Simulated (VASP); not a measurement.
# In3O2 (R-3m) in VASP: notebook

The runs below take In3O2 through single point, relaxation of cell and atoms, with PBE.

All numbers are computed with VASP 6.6.1; they aren't measurements. Logs are shortened: lines on timing, memory, paths and dates and some standing lists are left out, and cuts for length are marked.

### Step 1. The cell of the first run

It takes space group R-3m (No. 166, trigonal). The conventional cell has a = 3.539 Å, b = 3.539 Å, c = 24.610 Å, α = 90.00°, β = 90.00°, γ = 120.00°. Within 3.7 Å of In (site symmetry -3m) lie 6 O at 2.62 Å and 12 In at 3.54 to 3.67 Å. In (site symmetry 3m) has 3 O at 2.48 Å and 3 In at 2.94 Å within 3.3 Å. Within 3.3 Å of O (site symmetry 3m) lie 6 In at 2.48 to 2.62 Å.

### Step 2. Single point, PBE

Contents of INCAR:

```
SYSTEM = In3O2
PREC = Accurate ; ENCUT = 520
EDIFF = 1E-6 ; ISMEAR = 0
SIGMA = 0.1 ; LREAL = .False.
LASPH = .True. ; NELM = 100
ALGO = Normal ; ISIF = 2
LWAVE = .False. ; LCHARG = .True.
GGA = PE ; LELF = .True.
LVHAR = .True. ; NBANDS = 34
```

Contents of KPOINTS:

```
regular mesh
0
Gamma
  6 6 6
  0 0 0
```

Contents of POSCAR:

```
In3O2
1.0
    1.7697070387      1.0217408352      8.2034898181
   -1.7697070387      1.0217408352      8.2034898181
    0.0000000000     -2.0434816703      8.2034898181
In O
3 2
Direct
    0.0000000000      0.0000000000      0.0000000000
    0.2095000000      0.2095000000      0.2095000000
    0.7905000000      0.7905000000      0.7905000000
    0.4000000000      0.4000000000      0.4000000000
    0.6000000000      0.6000000000      0.6000000000
```

Potentials or basis: VASP PAW PBE potentials, release 64 (In_d, O).

Launch:

```sh
> cat potpaw_PBE.64/In_d/POTCAR potpaw_PBE.64/O/POTCAR > POTCAR
> mpirun -np 1 vasp_std > vasp.out
```

OUTCAR:

```text
SYSTEM = In3O2
   PREC = Accurate
   ENCUT = 520
   EDIFF = 1E-6
   ISMEAR = 0
   LREAL = .False.
   LASPH = .True.
   NELM = 100
   ISIF = 2
   GGA = PE

 ion  position               nearest neighbor table
   1  0.000  0.000  0.000-   5 2.62   4 2.62   5 2.62   5 2.62   4 2.62   4 2.62   2 3.67   3 3.67
                             2 3.67   3 3.67   2 3.67   3 3.67
   2  0.209  0.209  0.209-   5 2.48   5 2.48   5 2.48   3 2.94   3 2.94   3 2.94   1 3.67   1 3.67
                             1 3.67
   3  0.791  0.791  0.791-   4 2.48   4 2.48   4 2.48   2 2.94   2 2.94   2 2.94   1 3.67   1 3.67
                             1 3.67
   4  0.400  0.400  0.400-   3 2.48   3 2.48   3 2.48   1 2.62   1 2.62   1 2.62
   5  0.600  0.600  0.600-   2 2.48   2 2.48   2 2.48   1 2.62   1 2.62   1 2.62

  LATTYP: Found a trigonal (rhomboedric) cell.
 ALAT       =     8.4541742668
 COS(alpha) =     0.9123624232

  Lattice vectors:

 A1 = (   1.7697070387,   1.0217408352,   8.2034898181)
 A2 = (  -1.7697070387,   1.0217408352,   8.2034898181)
 A3 = (   0.0000000000,  -2.0434816703,   8.2034898181)

Analysis of symmetry for initial positions (statically):
=====================================================================
 Subroutine PRICEL returns:
 Original cell was already a primitive cell.

 Routine SETGRP: Setting up the symmetry group for a
 trigonal (rhombohedral) supercell.

 Subroutine GETGRP returns: Found 12 space group operations
 (whereof 12 operations were pure point group operations)
 out of a pool of 12 trial point group operations.

The static configuration has the point symmetry D_3d.

Analysis of symmetry for dynamics (positions and initial velocities):
=====================================================================
 Subroutine PRICEL returns:
 Original cell was already a primitive cell.

 Routine SETGRP: Setting up the symmetry group for a
 trigonal (rhombohedral) supercell.

 Subroutine GETGRP returns: Found 12 space group operations
 (whereof 12 operations were pure point group operations)
 out of a pool of 12 trial point group operations.

The dynamic configuration has the point symmetry D_3d.

 Subroutine INISYM returns: Found 12 space group operations
 (whereof 12 operations are pure point group operations),
 and found     1 'primitive' translations

----------------------------------------------------------------------------------------

                                     Primitive cell

  volume of cell :      89.0004

  direct lattice vectors                    reciprocal lattice vectors
     1.769707039  1.021740835  8.203489818     0.282532639  0.163120295  0.040633114
    -1.769707039  1.021740835  8.203489818    -0.282532639  0.163120295  0.040633114
     0.000000000 -2.043481670  8.203489818     0.000000000 -0.326240590  0.040633114

  length of vectors
     8.454174267  8.454174267  8.454174267     0.328761270  0.328761270  0.328761270

  position of ions in fractional coordinates (direct lattice)
     0.000000000  0.000000000  0.000000000
     0.209500000  0.209500000  0.209500000
     0.790500000  0.790500000  0.790500000
     0.400000000  0.400000000  0.400000000
     0.600000000  0.600000000  0.600000000

  ion indices of the primitive-cell ions
   primitive index   ion index
                 1           1
                 2           2
                 3           3
                 4           4
                 5           5

----------------------------------------------------------------------------------------

 KPOINTS: regular mesh

Automatic generation of k-mesh.
 Grid dimensions read from file:
 generate k-points for:    6    6    6

 Generating k-lattice:

  Cartesian coordinates                     Fractional coordinates (reciprocal lattice)
     0.047088773  0.027186716  0.006772186     0.166666667 -0.000000000  0.000000000
    -0.047088773  0.027186716  0.006772186    -0.000000000  0.166666667  0.000000000
     0.000000000 -0.054373432  0.006772186     0.000000000  0.000000000  0.166666667

  Length of vectors
     0.054793545  0.054793545  0.054793545

  Shift w.r.t. Gamma in fractional coordinates (k-lattice)
     0.000000000  0.000000000  0.000000000

 Subroutine IBZKPT returns following result:
 ===========================================

 Found     32 irreducible k-points:

 Following reciprocal coordinates:
            Coordinates               Weight
  0.000000  0.000000  0.000000      1.000000
  0.166667  0.000000  0.000000      6.000000
  0.333333 -0.000000  0.000000      6.000000
  0.500000  0.000000  0.000000      3.000000
  0.166667  0.166667  0.000000      6.000000
  0.333333  0.166667  0.000000     12.000000
[... 16 lines left out ...]
  0.500000  0.500000  0.166667      6.000000
 -0.333333  0.500000  0.166667     12.000000
 [... further k-points ...]
   k-points           NKPTS =     32   k-points in BZ     NKDIM =     32   number of bands    NBANDS=     34
   number of dos      NEDOS =    301   number of ions     NIONS =      5
   total plane-waves  NPLWV = 262144
   dimension x,y,z NGX =    64 NGY =   64 NGZ =   64
   dimension x,y,z NGXF=   128 NGYF=  128 NGZF=  128
   ions per type =               3   2
   NGX,Y,Z   is equivalent  to a cutoff of  12.59, 12.59, 12.59 a.u.
   NGXF,Y,Z  is equivalent  to a cutoff of  25.17, 25.17, 25.17 a.u.
 SYSTEM =  In3O2
   PREC   = accura    normal or accurate (medium, high low for compatibility)
   ISTART =      0    job   : 0-new  1-cont  2-samecut
   ICHARG =      2    charge: 1-file 2-atom 10-const
   ISPIN  =      1    spin polarized calculation?
   LNONCOLLINEAR =      F non collinear calculations
   LSORBIT =      F    spin-orbit coupling
   LASPH  =      T    aspherical Exc in radial PAW
   ENCUT  =  520.0 eV  38.22 Ry    6.18 a.u.  15.72 15.72 15.72*2*pi/ulx,y,z
   NELM   =    100;   NELMIN=  2; NELMDL= -5     # of ELM steps
   EDIFF  = 0.1E-05   stopping-criterion for ELM
   LREAL  =      F    real-space projection
   EDIFFG = 0.1E-04   stopping-criterion for IOM
   NSW    =      0    number of steps for IOM
   IBRION =     -1    ionic relax: 0-MD 1-quasi-New 2-CG
   NFREE  =      0    steps in history (QN), initial steepest desc. (CG)
   ISIF   =      2    stress and relaxation
   ISYM   =      2    0-nonsym 1-usesym 2-fastsym
   POTIM  = 0.5000    time-step for ionic-motion
   TEBEG  =    0.0;   TEEND  =   0.0 temperature during run
   PSTRESS=    0.0 pullay stress
   NELECT =      51.0000    total number of electrons
   NUPDOWN=      -1.0000    fix difference up-down
   EMIN   =  10.00;   EMAX   =-10.00  energy-range for DOS
   EFERMI =   0.00;   METHOD = LEGACY
   ISMEAR =     0;   SIGMA  =   0.10  broadening in eV -4-tet -1-fermi 0-gaus
   EFERMI_NEDOS =   21; number of points for ismear=-14 and -15
   IALGO  =     38    algorithm
   IMIX   =      4    mixing-type and parameters
     AMIX     =   0.40;   BMIX     =  1.00
     AMIX_MAG =   1.60;   BMIX_MAG =  1.00
  volume/ion in A,a.u.               =      17.80       120.12
  Fermi-wavevector in a.u.,A,eV,Ry     =   1.359777  2.569605 25.157067  1.848992
  Thomas-Fermi vector in A             =   2.486495
   LORBIT       =      0    0 simple, 1 ext, 2 COOP (PROOUT), +10 PAW based schemes
   GGA     = PE    functional components
   LHFCALC =     F    Hartree Fock is set to
   AEXX    =    0.0000 exact exchange contribution
   IVDW    =     0    specifies the selected vdW correction
   LEPSILON=     F    determine dielectric tensor
   LRPA    =     F    only Hartree local field effects (RPA)
 non-spin polarized calculation
 Gauss-broadening in eV      SIGMA  =   0.10
  energy-cutoff  :      520.00
  volume of cell :       89.00
 maximum number of plane-waves:      2431
   NGX = 31   NGY = 31   NGZ = 31

 number of electron      51.0000001 magnetization

 Free energy of the ion-electron system (eV)
  ---------------------------------------------------
  ext. energy  EPLUGINS =         0.00000000
  ---------------------------------------------------
  free energy    TOTEN  =       -20.80278762 eV

  energy without entropy =      -20.79010918  energy(sigma->0) =      -20.79644840

 E-fermi :   7.5145     XC(G=0): -10.6412

 val. band max:        7.4977056222   @ k =  -0.1667   0.3333   0.1667
 cond. band min:       7.5619509307   @ k =  -0.3333   0.1667   0.0000
 fundamental gap:      0.0642453085
 Fermi energy:         7.5145127650

 k-point     1 :       0.0000    0.0000    0.0000
  band No.  band energies     occupation
      1     -10.8417      2.00000
      2     -10.6760      2.00000
      3      -7.6944      2.00000
      4      -7.6944      2.00000
      5      -7.6459      2.00000
      6      -7.5676      2.00000
[... 26 lines left out ...]
     33      16.8446      0.00000
     34      16.9838      0.00000

 k-point     2 :       0.1667    0.0000    0.0000
  band No.  band energies     occupation
      1     -10.7727      2.00000
      2     -10.6648      2.00000
      3      -7.7026      2.00000
      4      -7.6807      2.00000
      5      -7.5974      2.00000
      6      -7.5231      2.00000
[... 26 lines left out ...]
     33      15.1721      0.00000
     34      15.7708      0.00000

 k-point     3 :       0.3333   -0.0000    0.0000
  band No.  band energies     occupation
      1     -10.6600      2.00000
      2     -10.6226      2.00000
      3      -7.6797      2.00000
      4      -7.6745      2.00000
      5      -7.6139      2.00000
      6      -7.4315      2.00000
[... 26 lines left out ...]
     33      14.1202      0.00000
     34      14.5538      0.00000
[... 704 lines left out ...]
 k-point    23 :       0.5000    0.5000    0.1667
  band No.  band energies     occupation
      1     -10.6674      2.00000
      2     -10.6151      2.00000
      3      -7.6826      2.00000
      4      -7.6731      2.00000
      5      -7.6113      2.00000
      6      -7.4302      2.00000
[... 26 lines left out ...]
     33      14.5481      0.00000
     34      14.6313      0.00000

 k-point    24 :      -0.3333    0.5000    0.1667
  band No.  band energies     occupation
      1     -10.6251      2.00000
      2     -10.5833      2.00000
      3      -7.6917      2.00000
      4      -7.6225      2.00000
      5      -7.5718      2.00000
      6      -7.4955      2.00000
[... 26 lines left out ...]
     33      14.2231      0.00000
     34      15.0266      0.00000

 [... further k-points ...]
[... 5 lines left out ...]
  --------------------------------------------------------------------------------------
  -------------------------------------------------------------------------------------
  Total       -0.6539161     -0.6539161     -0.5878285      0.0000000     -0.0000000      0.0000000
  in kB      -11.7717374    -11.7717374    -10.5820350      0.0000000     -0.0000000      0.0000000
  external PRESSURE =     -11.3751699 kB  Pullay stress =       0.0000000 kB

 VOLUME and BASIS-vectors are now :
 -----------------------------------------------------------------------------
  energy-cutoff  :      520.00
  volume of cell :       89.00
      direct lattice vectors                 reciprocal lattice vectors
     1.769707039  1.021740835  8.203489818     0.282532639  0.163120295  0.040633114
    -1.769707039  1.021740835  8.203489818    -0.282532639  0.163120295  0.040633114
     0.000000000 -2.043481670  8.203489818     0.000000000 -0.326240590  0.040633114

 POSITION                                       TOTAL-FORCE (eV/Angst)
 -----------------------------------------------------------------------------------
      0.00000      0.00000      0.00000         0.000000      0.000000      0.000000
      0.00000      0.00000      5.15589         0.000000      0.000000      1.985841
      0.00000      0.00000     19.45458         0.000000     -0.000000     -1.985841
      0.00000      0.00000      9.84419         0.000000      0.000000      0.979163
      0.00000      0.00000     14.76628         0.000000     -0.000000     -0.979163
 -----------------------------------------------------------------------------------
    total drift:                                0.000000     -0.000000     -0.000000

  FREE ENERGIE OF THE ION-ELECTRON SYSTEM (eV)
  ---------------------------------------------------
  free  energy   TOTEN  =       -20.8027876190 eV

  energy  without entropy=      -20.7901091759  energy(sigma->0) =      -20.79644840
```

Wall time 4.2 min (1 thread of AMD EPYC 9R45 (Zen 5), shared host); peak memory 0.52 GiB.

Results:

```yaml
Free_energy: -20.8028 eV
Pressure: -1.1 GPa
Largest_force: 1.986 eV/Å
Band_gap_on_the_k_mesh: zero (an odd number of electrons rules out a gap without spin polarisation)
```

Forces in eV/Å, atoms in the order of the input:
```
In   0.000  0.000  0.000
In   0.000  0.000  1.986
In   0.000  0.000 -1.986
O    0.000  0.000  0.979
O    0.000  0.000 -0.979
```

Caveat: spin-orbit coupling is left out, which moves the levels of the heavy elements; an odd number of electrons without spin polarisation forces a metal; a magnetic or distorted state may lie lower.

### Step 3. Single point, PBE

This run uses another cell than the first one, of 19.40 Å³/atom.

Contents of INCAR:

```
ALGO     = Normal         # electronic algorithm
EDIFF    = 1E-6           # SCF threshold, eV
ENCUT    = 520            # plane-wave cutoff, eV
GGA      = PE             # functional
ISIF     = 2              # what is computed and relaxed
ISMEAR   = 0              # smearing method
LASPH    = True           # aspherical terms in the spheres
LCHARG   = False          # write CHGCAR
LREAL    = False          # projectors in reciprocal space
LWAVE    = False          # write WAVECAR
NBANDS   = 34             # bands
NELM     = 100            # most SCF steps
PREC     = Accurate       # precision mode
SIGMA    = 0.1            # smearing width, eV
```

Contents of KPOINTS:

```
k-points
0
Gamma
  6 6 6
```

Contents of POSCAR:

```
In3O2
1.0
    1.7013689676      0.9822858314      9.6733989163
   -1.7013689676      0.9822858314      9.6733989163
    0.0000000000     -1.9645716628      9.6733989163
In O
3 2
Direct
    0.0000000000      0.0000000000      0.0000000000
    0.2125778343      0.2125778343      0.2125778343
    0.7874221657      0.7874221657      0.7874221657
    0.4205525239      0.4205525239      0.4205525239
    0.5794474761      0.5794474761      0.5794474761
```

Potentials or basis: VASP PAW PBE potentials, release 64 (In_d, O).

Launch:

```sh
> cat potpaw_PBE.64/In_d/POTCAR potpaw_PBE.64/O/POTCAR > POTCAR
> mpirun -np 1 vasp_std > vasp.out
```

Wall time 10 min (1 thread of AMD EPYC 9R45 (Zen 5), shared host); peak memory 0.86 GiB.

The run converged. Its results:

```yaml
Free_energy: -21.5996 eV
Pressure: -0.2 GPa
Largest_force: 0.011 eV/Å
Band_gap_on_the_k_mesh: zero (an odd number of electrons rules out a gap without spin polarisation)
```

Forces in eV/Å, atoms in the order of the input:
```
In   0.000  0.000  0.000
In   0.000  0.000 -0.009
In   0.000  0.000  0.009
O    0.000  0.000 -0.011
O    0.000  0.000  0.011
```

Stress tensor (GPa, compression positive):
```
-0.10  0.00  0.00
 0.00 -0.10  0.00
 0.00  0.00 -0.32
```

Levels at points of the mesh, in eV from the Fermi level:
```tsv
k point	band 21	band 22	band 23	band 24	band 25	band 26	band 27	band 28	band 29	band 30
(0.00, 0.00, 0.00)	-3.15	-3.15	-3.14	-3.14	-2.05	-2.01	1.92	2.47	7.00	8.15
(0.50, 0.00, 0.00)	-4.10	-3.91	-3.82	-3.05	-1.67	-1.62	-0.21	2.75	3.05	3.67
(0.50, 0.50, 0.00)	-4.16	-3.93	-3.80	-3.00	-2.07	-1.18	-0.34	2.61	3.20	4.06
(0.50, 0.50, 0.50)	-3.25	-3.15	-3.15	-3.13	-3.13	-0.56	0.46	3.91	5.95	7.97
```

Caveat: spin-orbit coupling is left out, which moves the levels of the heavy elements; an odd number of electrons without spin polarisation forces a metal; a magnetic or distorted state may lie lower.

(Part 1 of 2 ends here.)
